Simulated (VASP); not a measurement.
# SnSe (I4/mmm) in VASP: notebook

Runs on SnSe. Level: LDA. Tasks: electric field gradients.

All numbers are computed with VASP 6.6.1; they aren't measurements. Logs are shortened: lines on timing, memory, paths and dates and some standing lists are left out, and cuts for length are marked.

## Step 1: The cell of the first run

It takes space group I4/mmm (No. 139, tetragonal). The conventional cell has a = 4.257 Å, b = 4.257 Å, c = 5.900 Å, α = 90.00°, β = 90.00°, γ = 90.00°. Sn (site symmetry 4/mmm) has 6 Se at 2.95 to 3.01 Å within 3.9 Å. Within 3.9 Å of Se (site symmetry 4/mmm) lie 6 Sn at 2.95 to 3.01 Å.

## Step 2: Electric field gradients, LDA (zz strain of -2 %)

INCAR

```
SYSTEM = SnSe
PREC = Accurate
ENCUT = 520
EDIFF = 1E-8
ISMEAR = -1
SIGMA = 0.02
LREAL = .False.
LASPH = .True.
NELM = 80
ALGO = Normal
ISIF = 2
LWAVE = .False.
LCHARG = .False.
GGA = CA
LEFG = .True.
NBANDS = 17
```

KPOINTS

```
regular mesh
0
Gamma
  9 9 9
  0 0 0
```

POSCAR

```
SnSe
1.0
    0.0000000000      3.0100000000      2.9498000000
    3.0100000000      0.0000000000      2.9498000000
    3.0100000000      3.0100000000      0.0000000000
Sn Se
1 1
Direct
    0.0000000000      0.0000000000      0.0000000000
    0.5000000000      0.5000000000      0.5000000000
```

Potentials or basis: VASP PAW LDA potentials, release 64 (Sn_d, Se).

On the command line:

```console
$ cat potpaw_LDA.64/Sn_d/POTCAR potpaw_LDA.64/Se/POTCAR > POTCAR
$ mpirun -np 1 vasp_std > vasp.out
```

OUTCAR:

```text
SYSTEM = SnSe
   PREC = Accurate
   ENCUT = 520
   EDIFF = 1E-8
   ISMEAR = -1
   LREAL = .False.
   LASPH = .True.
   NELM = 80
   ISIF = 2
   GGA = CA

 ion  position               nearest neighbor table
   1  0.000  0.000  0.000-   2 2.95   2 2.95   2 3.01   2 3.01   2 3.01   2 3.01
   2  0.500  0.500  0.500-   1 2.95   1 2.95   1 3.01   1 3.01   1 3.01   1 3.01

  LATTYP: Found a body centered tetragonal cell.
 ALAT       =     4.2567828227
 C/A-ratio  =     1.3859292911

  Lattice vectors:

 A1 = (   0.0000000000,  -3.0100000000,  -2.9498000000)
 A2 = (   0.0000000000,   3.0100000000,  -2.9498000000)
 A3 = (   3.0100000000,   0.0000000000,   2.9498000000)

Analysis of symmetry for initial positions (statically):
=====================================================================
 Subroutine PRICEL returns:
 Original cell was already a primitive cell.

 Routine SETGRP: Setting up the symmetry group for a
 body centered tetragonal supercell.

 Subroutine GETGRP returns: Found 16 space group operations
 (whereof 16 operations were pure point group operations)
 out of a pool of 16 trial point group operations.

The static configuration has the point symmetry D_4h.

Analysis of symmetry for dynamics (positions and initial velocities):
=====================================================================
 Subroutine PRICEL returns:
 Original cell was already a primitive cell.

 Routine SETGRP: Setting up the symmetry group for a
 body centered tetragonal supercell.

 Subroutine GETGRP returns: Found 16 space group operations
 (whereof 16 operations were pure point group operations)
 out of a pool of 16 trial point group operations.

The dynamic configuration has the point symmetry D_4h.

 Subroutine INISYM returns: Found 16 space group operations
 (whereof 16 operations are pure point group operations),
 and found     1 'primitive' translations

----------------------------------------------------------------------------------------

                                     Primitive cell

  volume of cell :      53.4510

  direct lattice vectors                    reciprocal lattice vectors
     0.000000000  3.010000000  2.949800000    -0.166112957  0.166112957  0.169503017
[... 122 lines left out ...]

 number of electron      20.0000010 magnetization

 Free energy of the ion-electron system (eV)
  ---------------------------------------------------
  ext. energy  EPLUGINS =         0.00000000
  ---------------------------------------------------
  free energy    TOTEN  =        -9.48193966 eV

  energy without entropy =       -9.48193946  energy(sigma->0) =       -9.48193956

 E-fermi :   5.8690     XC(G=0):  -9.9702

 val. band max:        5.6373828920   @ k =  -0.3333  -0.0000   0.1111
 cond. band min:       6.0936879922   @ k =  -0.3333   0.1111   0.0000
 fundamental gap:      0.4563051001
 Fermi energy:         5.8690282142

 k-point     1 :       0.0000    0.0000    0.0000
  band No.  band energies     occupation
      1     -15.8416      2.00000
      2     -15.8382      2.00000
      3     -15.8341      2.00000
      4     -15.8332      2.00000
      5     -15.8332      2.00000
      6      -8.3516      2.00000
[... 457 lines left out ...]
      4     -15.8133      2.00000
      5     -15.8133      2.00000
      6      -7.0702      2.00000
[... 9 lines left out ...]
     16      17.3834      0.00000
     17      18.2978      0.00000

 [... further k-points ...]

------------------------ aborting loop because EDIFF is reached ----------------------------------------

  FORCE on cell =-STRESS in cart. coord.  units (eV):
  Direction    XX          YY          ZZ          XY          YZ          ZX
  --------------------------------------------------------------------------------------
  -------------------------------------------------------------------------------------
  Total       -1.0041101     -1.0041101     -0.1490376      0.0000000      0.0000000      0.0000000
  in kB      -30.0979104    -30.0979104     -4.4673581      0.0000000      0.0000000      0.0000000
  external PRESSURE =     -21.5543929 kB  Pullay stress =       0.0000000 kB

 VOLUME and BASIS-vectors are now :
 -----------------------------------------------------------------------------
  energy-cutoff  :      520.00
  volume of cell :       53.45
      direct lattice vectors                 reciprocal lattice vectors
     0.000000000  3.010000000  2.949800000    -0.166112957  0.166112957  0.169503017
     3.010000000  0.000000000  2.949800000     0.166112957 -0.166112957  0.169503017
     3.010000000  3.010000000  0.000000000     0.166112957  0.166112957 -0.169503017

 POSITION                                       TOTAL-FORCE (eV/Angst)
 -----------------------------------------------------------------------------------
      0.00000      0.00000      0.00000         0.000000     -0.000000     -0.000000
      3.01000      3.01000      2.94980        -0.000000      0.000000      0.000000
 -----------------------------------------------------------------------------------
    total drift:                                0.000000     -0.000000     -0.000000

  FREE ENERGIE OF THE ION-ELECTRON SYSTEM (eV)
  ---------------------------------------------------
  free  energy   TOTEN  =        -9.4819396647 eV

  energy  without entropy=       -9.4819394573  energy(sigma->0) =       -9.48193956

 Electric field gradients (V/A^2)
---------------------------------------------------------------------
 ion       V_xx      V_yy      V_zz      V_xy      V_xz      V_yz
---------------------------------------------------------------------
   1      14.799    14.799   -29.599     0.001     0.002     0.002
   2       2.078     2.078    -4.156     0.000     0.000     0.000
---------------------------------------------------------------------

 Electric field gradients after diagonalization (V/A^2)
 (convention: |V_zz| > |V_xx| > |V_yy|)
----------------------------------------------------------------------
 ion       V_xx      V_yy      V_zz     asymmetry (V_yy - V_xx)/ V_zz
----------------------------------------------------------------------
   1      14.800    14.798   -29.599       0.000
   2       2.078     2.078    -4.156       0.000
----------------------------------------------------------------------

           NMR quadrupolar parameters

 Cq : quadrupolar parameter    Cq=e*Q*V_zz/h
 eta: asymmetry parameters     (V_yy - V_xx)/ V_zz
 Q  : nuclear electric quadrupole moment in mb (millibarn)
----------------------------------------------------------------------
 ion       Cq(MHz)       eta       Q (mb)
----------------------------------------------------------------------
   1      -0.072       0.000       1.000
   2      -0.010       0.000       1.000
----------------------------------------------------------------------
```

Run time: 49 s. Hardware: 1 thread of Intel Xeon Platinum 8488C (Sapphire Rapids), shared host; peak memory 0.2 GiB.

Results:

```
Free energy            : -9.4819 eV
Pressure               : -2.2 GPa
Band gap on the k mesh : 0.46 eV, indirect (least direct gap 0.49 eV)
```

Electric field gradients, principal values (V/Å²):
```tsv
atom	least	middle	greatest (by size)
1 Sn	14.798	14.800	-29.599
2 Se	2.078	2.078	-4.156
```

Caveat: the cell differs from its parent crystal (zz strain of -2 %); without QUAD_EFG the Cq values of the log hold for a quadrupole moment of 1 mb, not for the nuclei; spin-orbit coupling is left out, which moves the levels of the heavy elements.

## Step 3: Electric field gradients, LDA (zz strain of -1 %)

INCAR

```
SYSTEM = SnSe
PREC = Accurate
ENCUT = 520
EDIFF = 1E-8
ISMEAR = -1
SIGMA = 0.02
LREAL = .FALSE.
LASPH = .TRUE.
NELM = 80
ALGO = Normal
ISIF = 2
LWAVE = .FALSE.
LCHARG = .FALSE.
GGA = CA
LEFG = .TRUE.
NBANDS = 17
```

KPOINTS

```
regular mesh
0
G
  9 9 9
  0 0 0
```

POSCAR

```
SnSe
1.0
    0.0000000000      3.0100000000      2.9799000000
    3.0100000000      0.0000000000      2.9799000000
    3.0100000000      3.0100000000      0.0000000000
Sn Se
1 1
Direct
    0.0000000000      0.0000000000      0.0000000000
    0.5000000000      0.5000000000      0.5000000000
```

Potentials or basis: VASP PAW LDA potentials, release 64 (Sn_d, Se).

On the command line:

```console
$ cat potpaw_LDA.64/Sn_d/POTCAR potpaw_LDA.64/Se/POTCAR > POTCAR
$ mpirun -np 1 vasp_std > vasp.out
```

OUTCAR:

```text
SYSTEM = SnSe
   PREC = Accurate
   ENCUT = 520
   EDIFF = 1E-8
   ISMEAR = -1
   LREAL = .FALSE.
   LASPH = .TRUE.
   NELM = 80
   ISIF = 2
   GGA = CA

 ion  position               nearest neighbor table
   1  0.000  0.000  0.000-   2 2.98   2 2.98   2 3.01   2 3.01   2 3.01   2 3.01
   2  0.500  0.500  0.500-   1 2.98   1 2.98   1 3.01   1 3.01   1 3.01   1 3.01

  LATTYP: Found a body centered tetragonal cell.
 ALAT       =     4.2567828227
 C/A-ratio  =     1.4000714267

  Lattice vectors:

 A1 = (   0.0000000000,  -3.0100000000,  -2.9799000000)
 A2 = (   0.0000000000,   3.0100000000,  -2.9799000000)
 A3 = (   3.0100000000,   0.0000000000,   2.9799000000)

Analysis of symmetry for initial positions (statically):
=====================================================================
 Subroutine PRICEL returns:
 Original cell was already a primitive cell.

 Routine SETGRP: Setting up the symmetry group for a
 body centered tetragonal supercell.

 Subroutine GETGRP returns: Found 16 space group operations
 (whereof 16 operations were pure point group operations)
 out of a pool of 16 trial point group operations.

The static configuration has the point symmetry D_4h.

Analysis of symmetry for dynamics (positions and initial velocities):
=====================================================================
 Subroutine PRICEL returns:
 Original cell was already a primitive cell.

 Routine SETGRP: Setting up the symmetry group for a
 body centered tetragonal supercell.

 Subroutine GETGRP returns: Found 16 space group operations
 (whereof 16 operations were pure point group operations)
 out of a pool of 16 trial point group operations.
[... 159 lines left out ...]
      3     -15.9526      2.00000
      4     -15.9513      2.00000
      5     -15.9513      2.00000
      6      -8.3960      2.00000
[... 457 lines left out ...]
      4     -15.9327      2.00000
      5     -15.9327      2.00000
      6      -7.1713      2.00000
[... 9 lines left out ...]
     16      17.1973      0.00000
     17      18.1652      0.00000

 [... further k-points ...]

------------------------ aborting loop because EDIFF is reached ----------------------------------------

  FORCE on cell =-STRESS in cart. coord.  units (eV):
  Direction    XX          YY          ZZ          XY          YZ          ZX
  --------------------------------------------------------------------------------------
  -------------------------------------------------------------------------------------
  Total       -1.0443870     -1.0443870     -0.6420932      0.0000000      0.0000000      0.0000000
  in kB      -30.9889868    -30.9889868    -19.0521481      0.0000000      0.0000000      0.0000000
  external PRESSURE =     -27.0100406 kB  Pullay stress =       0.0000000 kB

 VOLUME and BASIS-vectors are now :
 -----------------------------------------------------------------------------
  energy-cutoff  :      520.00
  volume of cell :       54.00
      direct lattice vectors                 reciprocal lattice vectors
     0.000000000  3.010000000  2.979900000    -0.166112957  0.166112957  0.167790865
     3.010000000  0.000000000  2.979900000     0.166112957 -0.166112957  0.167790865
     3.010000000  3.010000000  0.000000000     0.166112957  0.166112957 -0.167790865

 POSITION                                       TOTAL-FORCE (eV/Angst)
 -----------------------------------------------------------------------------------
      0.00000      0.00000      0.00000        -0.000000      0.000000     -0.000000
      3.01000      3.01000      2.97990         0.000000     -0.000000      0.000000
 -----------------------------------------------------------------------------------
    total drift:                                0.000000     -0.000000     -0.000000

  FREE ENERGIE OF THE ION-ELECTRON SYSTEM (eV)
  ---------------------------------------------------
  free  energy   TOTEN  =        -9.4780145664 eV

  energy  without entropy=       -9.4780145046  energy(sigma->0) =       -9.47801454

 Electric field gradients (V/A^2)
---------------------------------------------------------------------
 ion       V_xx      V_yy      V_zz      V_xy      V_xz      V_yz
---------------------------------------------------------------------
   1       7.285     7.285   -14.571     0.001     0.002     0.002
   2       0.945     0.945    -1.891     0.000     0.000     0.000
---------------------------------------------------------------------

 Electric field gradients after diagonalization (V/A^2)
 (convention: |V_zz| > |V_xx| > |V_yy|)
----------------------------------------------------------------------
 ion       V_xx      V_yy      V_zz     asymmetry (V_yy - V_xx)/ V_zz
----------------------------------------------------------------------
   1       7.287     7.284   -14.571       0.000
   2       0.945     0.945    -1.891       0.000
----------------------------------------------------------------------

           NMR quadrupolar parameters

 Cq : quadrupolar parameter    Cq=e*Q*V_zz/h
 eta: asymmetry parameters     (V_yy - V_xx)/ V_zz
 Q  : nuclear electric quadrupole moment in mb (millibarn)
----------------------------------------------------------------------
 ion       Cq(MHz)       eta       Q (mb)
----------------------------------------------------------------------
   1      -0.035       0.000       1.000
   2      -0.005       0.000       1.000
----------------------------------------------------------------------
```

OSZICAR:

```text
N       E                     dE             d eps       ncg     rms          rms(c)
DAV:   1     0.133373848966E+03    0.13337E+03   -0.97463E+03  2578   0.145E+03
DAV:   2     0.362238671038E+01   -0.12975E+03   -0.12545E+03  2730   0.350E+02
DAV:   3    -0.931790408187E+01   -0.12940E+02   -0.12851E+02  3139   0.956E+01
DAV:   4    -0.965817980481E+01   -0.34028E+00   -0.34004E+00  2997   0.163E+01
DAV:   5    -0.966796281647E+01   -0.97830E-02   -0.97826E-02  3734   0.275E+00    0.318E+00
DAV:   6    -0.948580121236E+01    0.18216E+00   -0.45183E-01  3800   0.396E+00    0.190E+00
DAV:   7    -0.947960469095E+01    0.61965E-02   -0.65438E-02  3190   0.114E+00    0.912E-01
DAV:   8    -0.947821795349E+01    0.13867E-02   -0.68103E-03  3118   0.695E-01    0.863E-02
DAV:   9    -0.947800792844E+01    0.21003E-03   -0.13362E-03  3697   0.265E-01    0.411E-02
DAV:  10    -0.947801399294E+01   -0.60645E-05   -0.98402E-05  2995   0.569E-02    0.813E-03
DAV:  11    -0.947801459512E+01   -0.60218E-06   -0.54349E-06  3418   0.162E-02    0.272E-03
DAV:  12    -0.947801456271E+01    0.32414E-07   -0.45682E-07  3387   0.978E-03    0.624E-04
DAV:  13    -0.947801456641E+01   -0.36980E-08   -0.37025E-08  3081   0.124E-03
   1 F= -.94780146E+01 E0= -.94780145E+01  d E =-.618447E-07
```

stdout:

```text
POSCAR found type information on POSCAR SnSe
 POSCAR found :  2 types and       2 ions
 scaLAPACK will be used
 LDA part: xc-table for (Slater(with rela. corr.)+CA(PZ))
 , standard interpolation
 POSCAR, INCAR and KPOINTS ok, starting setup
 FFT: planning ... GRIDC
 FFT: planning ... GRID_SOFT
 FFT: planning ... GRID
 WAVECAR not read
 entering main loop
ion   1

ion   2
```

Run time: 45 s. Hardware: 1 thread of Intel Xeon Platinum 8488C (Sapphire Rapids), shared host; peak memory 0.2 GiB.

Results:

```
Free energy            : -9.4780 eV
Pressure               : -2.7 GPa
Band gap on the k mesh : 0.51 eV, indirect (least direct gap 0.53 eV)
```

Electric field gradients, principal values (V/Å²):
```tsv
atom	least	middle	greatest (by size)
1 Sn	7.284	7.287	-14.571
2 Se	0.945	0.945	-1.891
```

Caveat: the cell differs from its parent crystal (zz strain of -1 %); without QUAD_EFG the Cq values of the log hold for a quadrupole moment of 1 mb, not for the nuclei; spin-orbit coupling is left out, which moves the levels of the heavy elements. A k mesh can miss the band edges.

(Continued in part 2 of 2.)
